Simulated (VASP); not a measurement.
Re: single point with r2SCAN

Crystal: Re.

```
Re
1.0
     0.00000    1.94660    1.94660
     1.94660    0.00000    1.94660
     1.94660    1.94660    0.00000
Re
1
Direct
  0.00000 0.00000 0.00000
```

| Item | Value |
| --- | --- |
| Program | VASP 6.6.1 |
| Task | single point |
| Functional | r2SCAN |
| Potentials or basis | VASP PAW PBE potentials, release 64 (Re) |
| Cutoff | 520 eV |
| k mesh | 14 × 14 × 14 |
| Occupations | fermi-dirac, width 0.08 eV |
| Spin | no spin polarisation |
| Dipole correction | no |
| Further INCAR settings | ALGO = Normal; EDIFF = 1e-06; NBANDS = 10 |

```yaml
Pressure: 0.0 GPa
```

Levels at points of the mesh, in eV from the Fermi level:
```tsv
k point	band 2	band 3	band 4	band 5	band 6	band 7
(0.00, 0.00, 0.00)	-2.03	-2.03	-2.03	1.37	1.37	14.49
(0.50, 0.00, 0.00)	-2.19	-2.19	0.09	3.93	3.93	10.43
(0.50, 0.50, 0.00)	-6.28	2.81	3.94	4.65	4.65	12.86
```

Wall time 61 s on 1 thread of Intel(R) Xeon(R) Platinum 8259CL CPU @ 2.50GHz (Skylake/Cascade Lake) (shared host), peak memory 0.14 GiB.

Caveat: the PAW data sets were made with another functional, which shifts forces and pressure a little; spin-orbit coupling is left out, which moves the levels of the heavy elements.
